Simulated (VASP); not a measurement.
**NaCl: single point with r2SCAN**

The system is NaCl.

```
Na Cl
1.0
     0.00000    2.68672    2.68672
     2.68672    0.00000    2.68672
     2.68672    2.68672    0.00000
Na Cl
1 1
Direct
  0.00000 0.00000 0.00000
  0.50000 0.50000 0.50000
```

This cell differs from its parent crystal: volume scaled by 0.880.

| Quantity | Value |
| --- | --- |
| Program | VASP 6.6.1 |
| Task | single point |
| Functional | r2SCAN |
| Potentials or basis | VASP PAW PBE potentials, release 64 (Na_pv, Cl) |
| Cutoff | 520 eV |
| k mesh | 6 × 6 × 6 |
| Occupations | gaussian, width 0.05 eV |
| Spin | no spin polarisation |
| Dipole correction | no |
| Further INCAR settings | ALGO = Normal; EDIFF = 1e-06; NBANDS = 14 |

```json
{
 "Pressure": "4.3 GPa",
 "Band gap on the k mesh": "6.59 eV, direct"
}
```

Levels at points of the mesh, in eV from the valence-band top:
```csv
k point,band 5,band 6,band 7,band 8,band 9,band 10
"(0.00, 0.00, 0.00)",0.00,0.00,0.00,6.59,11.86,11.86
"(0.50, 0.00, 0.00)",-2.41,-0.38,-0.38,8.21,12.10,12.10
"(0.50, 0.50, 0.00)",-2.11,-0.76,-0.76,8.45,8.86,13.37
```

Run time: 16 s on 1 thread of Intel(R) Xeon(R) 6975P-C (Granite Rapids) (shared host), peak memory 0.15 GiB.

Caveat: the PAW data sets were made with another functional, which shifts forces and pressure a little.
